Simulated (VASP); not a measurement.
# Hf2SnSe6 (R-3) in VASP: single point with PBE

Aim: the single point of Hf2SnSe6 with PBE.

All numbers are computed with VASP 6.6.1; they aren't measurements. Logs are shortened: lines on timing, memory, paths and dates and some standing lists are left out, and cuts for length are marked.

### 1 The cell of the first run

It takes space group R-3 (No. 148, trigonal). The conventional cell has a = 6.612 Å, b = 6.612 Å, c = 21.547 Å, α = 90.00°, β = 90.00°, γ = 120.00°. Within 3.6 Å of Hf (site symmetry 3) lie 6 Se at 2.70 Å. Within 3.6 Å of Sn (site symmetry -3) lie 6 Se at 2.75 Å. Se (site symmetry 1) has 2 Hf at 2.70 Å and 1 Sn at 2.75 Å within 3.6 Å.

### 2 Single point, PBE

The input, INCAR:

```
SYSTEM = Hf2SnSe6
PREC = Accurate
ENCUT = 520
EDIFF = 1E-6
ISMEAR = 0
SIGMA = 0.01
LREAL = .FALSE.
LASPH = .TRUE.
NELM = 100
ALGO = Normal
ISIF = 2
LWAVE = .FALSE.
LCHARG = .FALSE.
GGA = PE
NBANDS = 45
```

The input, KPOINTS:

```
Automatic mesh
0
G
  6 6 6
  0 0 0
```

The input, POSCAR:

```
Hf2SnSe6
1.0
    3.3059392303      1.9086849065      7.1823545219
   -3.3059392303      1.9086849065      7.1823545219
    0.0000000000     -3.8173698071      7.1823545235
Hf Sn Se
2 1 6
Direct
    0.8333514757      0.8333514757      0.8333514757
    0.1666485243      0.1666485243      0.1666485243
    0.5000000000      0.5000000000      0.5000000000
    0.0868189569      0.4263338353      0.7659501265
    0.4263338353      0.7659501265      0.0868189569
    0.7659501265      0.0868189569      0.4263338353
    0.9131810431      0.5736661647      0.2340498735
    0.2340498735      0.9131810431      0.5736661647
    0.5736661647      0.2340498735      0.9131810431
```

Potentials or basis: VASP PAW PBE potentials, release 64 (Hf_pv, Sn_d, Se).

Command:

```sh
> cat potpaw_PBE.64/Hf_pv/POTCAR potpaw_PBE.64/Sn_d/POTCAR potpaw_PBE.64/Se/POTCAR > POTCAR
> mpirun -np 1 vasp_std > vasp.out
```

OUTCAR:

```text
SYSTEM = Hf2SnSe6
   PREC = Accurate
   ENCUT = 520
   EDIFF = 1E-6
   ISMEAR = 0
   LREAL = .FALSE.
   LASPH = .TRUE.
   NELM = 100
   ISIF = 2
   GGA = PE

 ion  position               nearest neighbor table
   1  0.833  0.833  0.833-   8 2.70   9 2.70   7 2.70   5 2.70   4 2.70   6 2.70   2 3.82   2 3.82
                             2 3.82
   2  0.167  0.167  0.167-   6 2.70   5 2.70   4 2.70   9 2.70   7 2.70   8 2.70   1 3.82   1 3.82
                             1 3.82
   3  0.500  0.500  0.500-   4 2.75   7 2.75   6 2.75   8 2.75   5 2.75   9 2.75
   4  0.087  0.426  0.766-   2 2.70   1 2.70   3 2.75
   5  0.426  0.766  0.087-   2 2.70   1 2.70   3 2.75
   6  0.766  0.087  0.426-   2 2.70   1 2.70   3 2.75
   7  0.913  0.574  0.234-   1 2.70   2 2.70   3 2.75
   8  0.234  0.913  0.574-   1 2.70   2 2.70   3 2.75
   9  0.574  0.234  0.913-   1 2.70   2 2.70   3 2.75

  LATTYP: Found a trigonal (rhomboedric) cell.
 ALAT       =     8.1337893226
 COS(alpha) =     0.6696046783

  Lattice vectors:

 A1 = (   3.3059392303,   1.9086849065,   7.1823545219)
 A2 = (  -3.3059392303,   1.9086849065,   7.1823545219)
 A3 = (   0.0000000000,  -3.8173698071,   7.1823545235)

Analysis of symmetry for initial positions (statically):
=====================================================================
 Subroutine PRICEL returns:
 Original cell was already a primitive cell.

 Routine SETGRP: Setting up the symmetry group for a
 trigonal (rhombohedral) supercell.

 Subroutine GETGRP returns: Found  6 space group operations
 (whereof  6 operations were pure point group operations)
 out of a pool of 12 trial point group operations.

The static configuration has the point symmetry S_6 .

Analysis of symmetry for dynamics (positions and initial velocities):
=====================================================================
 Subroutine PRICEL returns:
 Original cell was already a primitive cell.

 Routine SETGRP: Setting up the symmetry group for a
 trigonal (rhombohedral) supercell.

 Subroutine GETGRP returns: Found  6 space group operations
 (whereof  6 operations were pure point group operations)
 out of a pool of 12 trial point group operations.

The dynamic configuration has the point symmetry S_6 .

 Subroutine INISYM returns: Found  6 space group operations
 (whereof  6 operations are pure point group operations),
 and found     1 'primitive' translations

----------------------------------------------------------------------------------------

                                     Primitive cell

  volume of cell :     271.9238

  direct lattice vectors                    reciprocal lattice vectors
     3.305939230  1.908684907  7.182354522     0.151242949  0.087320158  0.046410036
    -3.305939230  1.908684907  7.182354522    -0.151242949  0.087320158  0.046410036
     0.000000000 -3.817369807  7.182354523     0.000000000 -0.174640315  0.046410036

  length of vectors
     8.133789323  8.133789323  8.133789323     0.180701774  0.180701774  0.180701774

  position of ions in fractional coordinates (direct lattice)
     0.833351476  0.833351476  0.833351476
     0.166648524  0.166648524  0.166648524
     0.500000000  0.500000000  0.500000000
     0.086818957  0.426333835  0.765950127
     0.426333835  0.765950127  0.086818957
     0.765950127  0.086818957  0.426333835
     0.913181043  0.573666165  0.234049873
     0.234049873  0.913181043  0.573666165
     0.573666165  0.234049873  0.913181043

  ion indices of the primitive-cell ions
   primitive index   ion index
                 1           1
                 2           2
                 3           3
                 4           4
                 5           5
                 6           6
                 7           7
                 8           8
                 9           9

----------------------------------------------------------------------------------------

 KPOINTS: Automatic mesh

Automatic generation of k-mesh.
 Grid dimensions read from file:
 generate k-points for:    6    6    6

 Generating k-lattice:

  Cartesian coordinates                     Fractional coordinates (reciprocal lattice)
     0.025207158  0.014553360  0.007735006     0.166666667  0.000000000  0.000000000
    -0.025207158  0.014553360  0.007735006     0.000000000  0.166666667  0.000000000
     0.000000000 -0.029106719  0.007735006    -0.000000000 -0.000000000  0.166666667

  Length of vectors
     0.030116962  0.030116962  0.030116962

  Shift w.r.t. Gamma in fractional coordinates (k-lattice)
     0.000000000  0.000000000  0.000000000

 Subroutine IBZKPT returns following result:
 ===========================================

 Found     40 irreducible k-points:

 Following reciprocal coordinates:
            Coordinates               Weight
  0.000000  0.000000  0.000000      1.000000
  0.166667  0.000000  0.000000      6.000000
  0.333333 -0.000000  0.000000      6.000000
  0.500000  0.000000  0.000000      3.000000
  0.166667  0.166667  0.000000      6.000000
  0.333333  0.166667  0.000000      6.000000
[... 16 lines left out ...]
  0.333333  0.333333  0.166667      6.000000
  0.500000  0.333333  0.166667      6.000000
 [... further k-points ...]
   k-points           NKPTS =     40   k-points in BZ     NKDIM =     40   number of bands    NBANDS=     45
   number of dos      NEDOS =    301   number of ions     NIONS =      9
   total plane-waves  NPLWV = 216000
   dimension x,y,z NGX =    60 NGY =   60 NGZ =   60
   dimension x,y,z NGXF=   120 NGYF=  120 NGZF=  120
   ions per type =               2   1   6
   NGX,Y,Z   is equivalent  to a cutoff of  12.26, 12.26, 12.26 a.u.
   NGXF,Y,Z  is equivalent  to a cutoff of  24.53, 24.53, 24.53 a.u.
 SYSTEM =  Hf2SnSe6
   PREC   = accura    normal or accurate (medium, high low for compatibility)
   ISTART =      0    job   : 0-new  1-cont  2-samecut
   ICHARG =      2    charge: 1-file 2-atom 10-const
   ISPIN  =      1    spin polarized calculation?
   LNONCOLLINEAR =      F non collinear calculations
   LSORBIT =      F    spin-orbit coupling
   LASPH  =      T    aspherical Exc in radial PAW
   ENCUT  =  520.0 eV  38.22 Ry    6.18 a.u.  15.12 15.12 15.12*2*pi/ulx,y,z
   NELM   =    100;   NELMIN=  2; NELMDL= -5     # of ELM steps
   EDIFF  = 0.1E-05   stopping-criterion for ELM
   LREAL  =      F    real-space projection
[... 7 lines left out ...]
   TEBEG  =    0.0;   TEEND  =   0.0 temperature during run
   PSTRESS=    0.0 pullay stress
   NELECT =      70.0000    total number of electrons
   NUPDOWN=      -1.0000    fix difference up-down
   EMIN   =  10.00;   EMAX   =-10.00  energy-range for DOS
   EFERMI =   0.00;   METHOD = LEGACY
   ISMEAR =     0;   SIGMA  =   0.01  broadening in eV -4-tet -1-fermi 0-gaus
   EFERMI_NEDOS =   21; number of points for ismear=-14 and -15
   IALGO  =     38    algorithm
   IMIX   =      4    mixing-type and parameters
     AMIX     =   0.40;   BMIX     =  1.00
     AMIX_MAG =   1.60;   BMIX_MAG =  1.00
  volume/ion in A,a.u.               =      30.21       203.89
  Fermi-wavevector in a.u.,A,eV,Ry     =   1.041418  1.967995 14.756221  1.084552
  Thomas-Fermi vector in A             =   2.176038
   LORBIT       =      0    0 simple, 1 ext, 2 COOP (PROOUT), +10 PAW based schemes
   GGA     = PE    functional components
   LHFCALC =     F    Hartree Fock is set to
   AEXX    =    0.0000 exact exchange contribution
   IVDW    =     0    specifies the selected vdW correction
   LEPSILON=     F    determine dielectric tensor
   LRPA    =     F    only Hartree local field effects (RPA)
 non-spin polarized calculation
 Gauss-broadening in eV      SIGMA  =   0.01
  energy-cutoff  :      520.00
  volume of cell :      271.92
 maximum number of plane-waves:      7352
   NGX = 31   NGY = 31   NGZ = 31

 number of electron      70.0000000 magnetization

 Free energy of the ion-electron system (eV)
  ---------------------------------------------------
  ext. energy  EPLUGINS =         0.00000000
  ---------------------------------------------------
  free energy    TOTEN  =       -53.38348162 eV

  energy without entropy =      -53.38348162  energy(sigma->0) =      -53.38348162

 E-fermi :   1.9503     XC(G=0):  -8.5240

 val. band max:        1.8896113769   @ k =   0.0000   0.0000   0.0000
 cond. band min:       2.0670224004   @ k =  -0.1667   0.5000   0.1667
 fundamental gap:      0.1774110235
 Fermi energy:         1.9502999343

 k-point     1 :       0.0000    0.0000    0.0000
  band No.  band energies     occupation
      1     -29.2810      2.00000
      2     -29.2810      2.00000
      3     -29.2318      2.00000
      4     -29.2318      2.00000
      5     -29.2234      2.00000
      6     -29.2065      2.00000
[... 37 lines left out ...]
     44       6.1992      0.00000
     45       6.1994      0.00000

 k-point     2 :       0.1667    0.0000    0.0000
  band No.  band energies     occupation
      1     -29.2821      2.00000
      2     -29.2786      2.00000
      3     -29.2343      2.00000
      4     -29.2308      2.00000
      5     -29.2224      2.00000
      6     -29.2074      2.00000
[... 37 lines left out ...]
     44       6.2328      0.00000
     45       6.3614      0.00000

 k-point     3 :       0.3333   -0.0000    0.0000
  band No.  band energies     occupation
      1     -29.2842      2.00000
      2     -29.2728      2.00000
      3     -29.2402      2.00000
      4     -29.2289      2.00000
      5     -29.2196      2.00000
      6     -29.2099      2.00000
[... 37 lines left out ...]
     44       6.2506      0.00000
     45       6.3705      0.00000

 k-point     4 :       0.5000    0.0000    0.0000
  band No.  band energies     occupation
      1     -29.2851      2.00000
      2     -29.2689      2.00000
      3     -29.2441      2.00000
      4     -29.2281      2.00000
      5     -29.2173      2.00000
      6     -29.2120      2.00000
[... 901 lines left out ...]
     44       6.2124      0.00000
     45       6.3324      0.00000

 k-point    23 :       0.3333    0.3333    0.1667
  band No.  band energies     occupation
      1     -29.2821      2.00000
      2     -29.2786      2.00000
      3     -29.2343      2.00000
      4     -29.2308      2.00000
      5     -29.2224      2.00000
      6     -29.2074      2.00000
[... 37 lines left out ...]
     44       6.3160      0.00000
     45       6.5336      0.00000

 k-point    24 :       0.5000    0.3333    0.1667
  band No.  band energies     occupation
      1     -29.2840      2.00000
      2     -29.2738      2.00000
      3     -29.2392      2.00000
      4     -29.2288      2.00000
      5     -29.2205      2.00000
      6     -29.2092      2.00000
[... 37 lines left out ...]
     44       6.2593      0.00000
     45       6.5586      0.00000

 [... further k-points ...]
[... 5 lines left out ...]
  --------------------------------------------------------------------------------------
  -------------------------------------------------------------------------------------
  Total       -0.2840420     -0.2840420     -0.2679426     -0.0000000      0.0000000     -0.0000000
  in kB       -1.6735780     -1.6735780     -1.5787202     -0.0000001      0.0000000     -0.0000000
  external PRESSURE =      -1.6419587 kB  Pullay stress =       0.0000000 kB

 VOLUME and BASIS-vectors are now :
 -----------------------------------------------------------------------------
  energy-cutoff  :      520.00
  volume of cell :      271.92
      direct lattice vectors                 reciprocal lattice vectors
     3.305939230  1.908684907  7.182354522     0.151242949  0.087320158  0.046410036
    -3.305939230  1.908684907  7.182354522    -0.151242949  0.087320158  0.046410036
     0.000000000 -3.817369807  7.182354523     0.000000000 -0.174640315  0.046410036

 POSITION                                       TOTAL-FORCE (eV/Angst)
 -----------------------------------------------------------------------------------
      0.00000      0.00000     17.95628         0.000000     -0.000000     -0.001920
      0.00000      0.00000      3.59079         0.000000      0.000000      0.001920
      0.00000      0.00000     10.77353         0.000000     -0.000000     -0.000000
     -1.12242     -1.94447      9.18697        -0.011617     -0.019245      0.027840
     -1.12275      1.94427      9.18697        -0.010858      0.019683      0.027840
      2.24517      0.00019      9.18697         0.022475     -0.000439      0.027840
      1.12242      1.94447     12.36009         0.011617      0.019245     -0.027840
     -2.24517     -0.00019     12.36009        -0.022475      0.000439     -0.027840
      1.12275     -1.94427     12.36009         0.010858     -0.019683     -0.027840
 -----------------------------------------------------------------------------------
    total drift:                               -0.000000     -0.000000      0.000000

  FREE ENERGIE OF THE ION-ELECTRON SYSTEM (eV)
  ---------------------------------------------------
  free  energy   TOTEN  =       -53.3834816161 eV

  energy  without entropy=      -53.3834816161  energy(sigma->0) =      -53.38348162
```

Wall time 16 min (1 thread of Intel Xeon 8259CL, shared host); peak memory 0.77 GiB.

What came out:

```
Free energy            : -53.3835 eV
Pressure               : -0.2 GPa
Largest force          : 0.036 eV/Å
Band gap on the k mesh : 0.18 eV (least direct gap 0.59 eV)
```

Forces on the atoms (eV/Å):
```
Hf   0.000  0.000 -0.002
Hf   0.000  0.000  0.002
Sn   0.000  0.000  0.000
Se  -0.012 -0.019  0.028
Se  -0.011  0.020  0.028
Se   0.022  0.000  0.028
Se   0.012  0.019 -0.028
Se  -0.022  0.000 -0.028
Se   0.011 -0.020 -0.028
```

Levels at points of the mesh, in eV from the valence-band top:
```csv
k point,band 33,band 34,band 35,band 36,band 37,band 38
"(0.00, 0.00, 0.00)",-0.50,0.00,0.00,0.62,2.25,2.25
"(0.50, 0.00, 0.00)",-0.98,-0.57,-0.44,0.42,1.85,1.85
"(0.50, 0.50, 0.00)",-1.08,-0.68,-0.46,0.38,1.89,2.00
"(0.50, 0.50, 0.50)",-0.84,-0.02,-0.02,0.57,2.26,2.26
```

Caveat: semilocal functionals underestimate gaps, and a narrow one can read as zero; spin-orbit coupling is left out, which moves the levels of the heavy elements. A k mesh can miss the band edges.
